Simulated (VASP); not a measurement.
# OsCl (P-6m2) in VASP: further runs

Runs on OsCl. Level: PBE. Tasks: single point, relaxation of cell and atoms.

All numbers are computed with VASP 6.6.1; they aren't measurements. Logs are shortened: lines on timing, memory, paths and dates and some standing lists are left out, and cuts for length are marked.

## 1. The cell of the first run

It takes space group P-6m2 (No. 187, hexagonal). Conventional cell: a = 2.858 Å, b = 2.858 Å, c = 4.288 Å, α = 90.00°, β = 90.00°, γ = 120.00°. Within 3.6 Å of Os (site symmetry -6m2) lie 6 Cl at 2.71 Å and 6 Os at 2.86 Å. Within 3.6 Å of Cl (site symmetry -6m2) lie 6 Os at 2.71 Å and 6 Cl at 2.86 Å.

## 2. Single point, PBE

File INCAR:

```
SYSTEM = OsCl
PREC = Accurate
ENCUT = 520
EDIFF = 1E-7
ISMEAR = 0
SIGMA = 0.1
LREAL = .FALSE.
LASPH = .TRUE.
NELM = 60
ALGO = Normal
ISIF = 2
LWAVE = .FALSE.
LCHARG = .FALSE.
GGA = PE
NBANDS = 14
```

File KPOINTS:

```
regular mesh
0
G
  24 24 14
  0 0 0
```

File POSCAR:

```
OsCl
1.0
    2.8575006922      0.0000000000      0.0000000000
   -1.4287503461      2.4746681907      0.0000000000
    0.0000000000      0.0000000000      4.2878886580
Os Cl
1 1
Direct
    0.0000000000      0.0000000000      0.0000000000
    0.6666666667      0.3333333333      0.5000000000
```

Potentials or basis: VASP PAW PBE potentials, release 64 (Os, Cl).

Launch:

```
$ cat potpaw_PBE.64/Os/POTCAR potpaw_PBE.64/Cl/POTCAR > POTCAR
$ mpirun -np 1 vasp_std > vasp.out
```

OUTCAR:

```text
SYSTEM = OsCl
   PREC = Accurate
   ENCUT = 520
   EDIFF = 1E-7
   ISMEAR = 0
   LREAL = .FALSE.
   LASPH = .TRUE.
   NELM = 60
   ISIF = 2
   GGA = PE

 ion  position               nearest neighbor table
   1  0.000  0.000  0.000-   2 2.71   2 2.71   2 2.71   2 2.71   2 2.71   2 2.71
   2  0.667  0.333  0.500-   1 2.71   1 2.71   1 2.71   1 2.71   1 2.71   1 2.71

  LATTYP: Found a hexagonal cell.
 ALAT       =     2.8575006922
 C/A-ratio  =     1.5005730951

  Lattice vectors:

 A1 = (   2.8575006922,   0.0000000000,   0.0000000000)
 A2 = (  -1.4287503461,   2.4746681907,   0.0000000000)
 A3 = (   0.0000000000,   0.0000000000,   4.2878886580)

Analysis of symmetry for initial positions (statically):
=====================================================================
 Subroutine PRICEL returns:
 Original cell was already a primitive cell.

 Routine SETGRP: Setting up the symmetry group for a
 hexagonal supercell.

 Subroutine GETGRP returns: Found 12 space group operations
 (whereof 12 operations were pure point group operations)
 out of a pool of 24 trial point group operations.

The static configuration has the point symmetry D_3h.

Analysis of symmetry for dynamics (positions and initial velocities):
=====================================================================
 Subroutine PRICEL returns:
 Original cell was already a primitive cell.

 Routine SETGRP: Setting up the symmetry group for a
 hexagonal supercell.

 Subroutine GETGRP returns: Found 12 space group operations
 (whereof 12 operations were pure point group operations)
 out of a pool of 24 trial point group operations.

The dynamic configuration has the point symmetry D_3h.

 Subroutine INISYM returns: Found 12 space group operations
 (whereof 12 operations are pure point group operations),
 and found     1 'primitive' translations

----------------------------------------------------------------------------------------

                                     Primitive cell

  volume of cell :      30.3212

  direct lattice vectors                    reciprocal lattice vectors
     2.857500692  0.000000000  0.000000000     0.349956171  0.202047289  0.000000000
    -1.428750346  2.474668191  0.000000000     0.000000000  0.404094579  0.000000000
     0.000000000  0.000000000  4.287888658     0.000000000  0.000000000  0.233215011

  length of vectors
     2.857500692  2.857500692  4.287888658     0.404094579  0.404094579  0.233215011

  position of ions in fractional coordinates (direct lattice)
     0.000000000  0.000000000  0.000000000
     0.666666667  0.333333333  0.500000000

[... 89 lines left out ...]
   EMIN   =  10.00;   EMAX   =-10.00  energy-range for DOS
   EFERMI =   0.00;   METHOD = LEGACY
   ISMEAR =     0;   SIGMA  =   0.10  broadening in eV -4-tet -1-fermi 0-gaus
   EFERMI_NEDOS =   21; number of points for ismear=-14 and -15
   IALGO  =     38    algorithm
   IMIX   =      4    mixing-type and parameters
     AMIX     =   0.40;   BMIX     =  1.00
     AMIX_MAG =   1.60;   BMIX_MAG =  1.00
  volume/ion in A,a.u.               =      15.16       102.31
  Fermi-wavevector in a.u.,A,eV,Ry     =   1.294761  2.446744 22.808893  1.676406
  Thomas-Fermi vector in A             =   2.426324
   LORBIT       =      0    0 simple, 1 ext, 2 COOP (PROOUT), +10 PAW based schemes
   GGA     = PE    functional components
   LHFCALC =     F    Hartree Fock is set to
   AEXX    =    0.0000 exact exchange contribution
   IVDW    =     0    specifies the selected vdW correction
   LEPSILON=     F    determine dielectric tensor
   LRPA    =     F    only Hartree local field effects (RPA)
 non-spin polarized calculation
 Gauss-broadening in eV      SIGMA  =   0.10
  energy-cutoff  :      520.00
  volume of cell :       30.32
 maximum number of plane-waves:       844
 NGX is ok and might be reduce to    24
   NGX = 11   NGY = 11   NGZ = 15

 number of electron      14.9999999 magnetization

 Free energy of the ion-electron system (eV)
  ---------------------------------------------------
  ext. energy  EPLUGINS =         0.00000000
  ---------------------------------------------------
  free energy    TOTEN  =       -10.37949926 eV

  energy without entropy =      -10.36892303  energy(sigma->0) =      -10.37421114

 E-fermi :   8.2465     XC(G=0): -12.4607

 val. band max:        8.2430900780   @ k =   0.3333   0.0417   0.0000
 cond. band min:       8.2481634826   @ k =   0.1667   0.1250   0.0714
 fundamental gap:      0.0050734046
 Fermi energy:         8.2464535886

 k-point     1 :       0.0000    0.0000    0.0000
  band No.  band energies     occupation
      1     -10.5811      2.00000
      2       1.1726      2.00000
      3       1.7912      2.00000
      4       5.4687      2.00000
      5       5.4687      2.00000
      6       7.6293      2.00000
      7       7.6293      2.00000
      8       8.2630      0.81525
      9       8.3476      0.15265
     10       8.3476      0.15265
     11      16.8238      0.00000
     12      19.5423      0.00000
     13      19.6110      0.00000
     14      19.6110      0.00000
[... 377 lines left out ...]
      1      -8.2859      2.00000
      2      -0.5066      2.00000
      3       1.1586      2.00000
      4       3.4069      2.00000
      5       5.0584      2.00000
      6       7.1620      2.00000
      7       8.2334      1.14591
      8       8.8573      0.00000
      9       9.8217      0.00000
     10      11.3502      0.00000
     11      14.7827      0.00000
     12      14.9689      0.00000
     13      17.5698      0.00000
     14      23.3427      0.00000

 [... further k-points ...]

------------------------ aborting loop because EDIFF is reached ----------------------------------------

  FORCE on cell =-STRESS in cart. coord.  units (eV):
  Direction    XX          YY          ZZ          XY          YZ          ZX
  --------------------------------------------------------------------------------------
  -------------------------------------------------------------------------------------
  Total        0.0246804      0.0246804      0.0170526      0.0000000     -0.0000000     -0.0000000
  in kB        1.3041167      1.3041167      0.9010617      0.0000000     -0.0000000     -0.0000000
  external PRESSURE =       1.1697651 kB  Pullay stress =       0.0000000 kB

 VOLUME and BASIS-vectors are now :
 -----------------------------------------------------------------------------
  energy-cutoff  :      520.00
  volume of cell :       30.32
      direct lattice vectors                 reciprocal lattice vectors
     2.857500692  0.000000000  0.000000000     0.349956171  0.202047289  0.000000000
    -1.428750346  2.474668191  0.000000000     0.000000000  0.404094579  0.000000000
     0.000000000  0.000000000  4.287888658     0.000000000  0.000000000  0.233215011

 POSITION                                       TOTAL-FORCE (eV/Angst)
 -----------------------------------------------------------------------------------
      0.00000      0.00000      0.00000        -0.000000      0.000000      0.000000
      1.42875      0.82489      2.14394         0.000000      0.000000      0.000000
 -----------------------------------------------------------------------------------
    total drift:                               -0.000000      0.000000      0.000000

  FREE ENERGIE OF THE ION-ELECTRON SYSTEM (eV)
  ---------------------------------------------------
  free  energy   TOTEN  =       -10.3794992569 eV

  energy  without entropy=      -10.3689230303  energy(sigma->0) =      -10.37421114
```

stdout:

```text
POSCAR found type information on POSCAR OsCl
 POSCAR found :  2 types and       2 ions
 scaLAPACK will be used
 LDA part: xc-table for (Slater+PW92), standard interpolation
 POSCAR, INCAR and KPOINTS ok, starting setup
 FFT: planning ... GRIDC
 FFT: planning ... GRID_SOFT
 FFT: planning ... GRID
 WAVECAR not read
 entering main loop
```

Wall time 59 s (1 thread of Intel Xeon 6975P-C (Granite Rapids), shared host); peak memory 0.32 GiB.

Results:

```
Free energy            : -10.3795 eV
Pressure               : 0.1 GPa
Band gap on the k mesh : zero (an odd number of electrons rules out a gap without spin polarisation)
```

Caveat: spin-orbit coupling is left out, which moves the levels of the heavy elements; an odd number of electrons without spin polarisation forces a metal; a magnetic or distorted state may lie lower.

## 3. Relaxation of cell and atoms, PBE

This run uses another cell than the first one, of 15.19 Å³/atom.

File INCAR:

```
SYSTEM = OsCl
PREC = Accurate
ENCUT = 600
EDIFF = 1E-6
ISMEAR = 0
SIGMA = 0.1
LREAL = .False.
LASPH = .True.
NELM = 80
ALGO = Normal
ISIF = 3
LWAVE = .False.
LCHARG = .False.
GGA = PE
IBRION = 2
NSW = 100
EDIFFG = -0.01
```

File KPOINTS:

```
regular mesh
0
Gamma
  24 24 14
  0 0 0
```

File POSCAR:

```
OsCl
1.0
    2.8427543411      0.0000000000      0.0000000000
   -1.4213771706      2.4618974761      0.0000000000
    0.0000000000      0.0000000000      4.3421252962
Os Cl
1 1
Direct
    0.0000000000      0.0000000000      0.0000000000
    0.6666666667      0.3333333333      0.5000000000
```

Potentials or basis: VASP PAW PBE potentials, release 64 (Os, Cl).

Launch:

```
$ cat potpaw_PBE.64/Os/POTCAR potpaw_PBE.64/Cl/POTCAR > POTCAR
$ mpirun -np 1 vasp_std > vasp.out
```

Wall time 2.6 min (1 thread of Intel Xeon 6975P-C (Granite Rapids), shared host); peak memory 0.36 GiB.

Results (log left out):

- Free energy: -10.3803 eV
- Relaxed volume: 15.18 Å³/atom
- Relaxed cell: a = 2.859 Å, b = 2.859 Å, c = 4.289 Å, α = 90.00°, β = 90.00°, γ = 120.00°
- Space group after relaxing (to 0.1 Å): P-6m2 (No. 187)
- Energy gained by relaxing: 1.9 meV/atom
- Ionic steps: 5
- Pressure after relaxing: 0.0 GPa
- Band gap on the k mesh: zero (an odd number of electrons rules out a gap without spin polarisation)

The path:
| step | energy change (eV) | largest force (eV/Å) | pressure (GPa) | volume (Å³) |
| --- | --- | --- | --- | --- |
| 1 | 0.0000 | 0.0000 | 0.17 | 30.39 |
| 2 | -0.0036 | 0.0000 | -0.49 | 30.46 |
| 3 | -0.0036 | 0.0000 | -0.54 | 30.46 |
| 4 | -0.0035 | 0.0000 | 0.66 | 30.24 |
| 5 | -0.0038 | 0.0000 | -0.04 | 30.36 |

Final structure:
```cif
data_structure
_symmetry_space_group_name_H-M 'P 1'
_symmetry_Int_Tables_number 1
_cell_length_a 2.8588
_cell_length_b 2.8588
_cell_length_c 4.2894
_cell_angle_alpha 90.000
_cell_angle_beta 90.000
_cell_angle_gamma 120.000
_cell_volume 30.36
loop_
_atom_site_label
_atom_site_type_symbol
_atom_site_fract_x
_atom_site_fract_y
_atom_site_fract_z
_atom_site_occupancy
Os1 Os 0.00000 0.00000 0.00000 1
Cl1 Cl 0.66667 0.33333 0.50000 1
```

Levels at points of the mesh, in eV from the Fermi level:
```
           k point  band 4  band 5  band 6  band 7  band 8  band 9  band 10  band 11
(0.00, 0.00, 0.00)   -2.77   -2.77   -0.62   -0.62    0.01    0.10     0.10     8.58
(0.50, 0.00, 0.00)   -4.87   -3.07   -0.85   -0.25    0.61    1.99     2.71     6.52
(0.00, 0.00, 0.50)   -2.09   -2.09   -2.02   -2.02    0.69    0.69     4.10     6.14
(0.50, 0.00, 0.50)   -3.97   -3.88   -1.97   -1.50    1.03    1.97     4.28     6.37
```

Caveat: spin-orbit coupling is left out, which moves the levels of the heavy elements; an odd number of electrons without spin polarisation forces a metal; a magnetic or distorted state may lie lower.
